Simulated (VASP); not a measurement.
A run of VASP 6.6.1:

File POSCAR:

```
Hf
1.0
   -1.7740411620      1.7740411620      1.7740411620
    1.7740411620     -1.7740411620      1.7740411620
    1.7740411620      1.7740411620     -1.7740411620
Hf
1
Direct
    0.0000000000      0.0000000000      0.0000000000
```

INCAR.step1

```
ALGO = Normal ; EDIFF = 1E-6
ENCUT = 520 ; GGA = PE
ISIF = 2 ; ISMEAR = -1
LASPH = T ; LCHARG = T
LMAXMIX = 4 ; LREAL = F
LWAVE = F ; NBANDS = 11
NELM = 100 ; PREC = Accurate
SIGMA = 0.08
```

File KPOINTS.step1:

```
k-points
0
Gamma
  17 17 17
```

File INCAR.step2:

```
ALGO = Normal ; EDIFF = 1E-6
ENCUT = 520 ; GGA = PE
ICHARG = 11 ; ISIF = 2
ISMEAR = -5 ; LASPH = T
LCHARG = F ; LMAXMIX = 4
LORBIT = 11 ; LREAL = F
LWAVE = F ; NBANDS = 11
NEDOS = 1001 ; NELM = 100
PREC = Accurate ; SIGMA = 0.08
```

File KPOINTS.step2:

```
k-points
0
Gamma
  26 26 26
```

Potentials or basis: VASP PAW PBE potentials, release 64 (Hf_pv).

Command:

```console
$ cat potpaw_PBE.64/Hf_pv/POTCAR > POTCAR
$ cp INCAR.step1 INCAR
$ cp KPOINTS.step1 KPOINTS
$ mpirun -np 1 vasp_std > vasp.out
$ cp INCAR.step2 INCAR
$ cp KPOINTS.step2 KPOINTS
$ mpirun -np 1 vasp_std > vasp.out
```

Hardware: 1 thread of Intel Xeon 8259CL, on a shared host.

**Question.** Estimate the wall time of this run.

**Answer.** Wall time 72 s on 1 thread of Intel Xeon 8259CL, on a shared host, peak memory 0.27 GiB. Counts: k points 511.
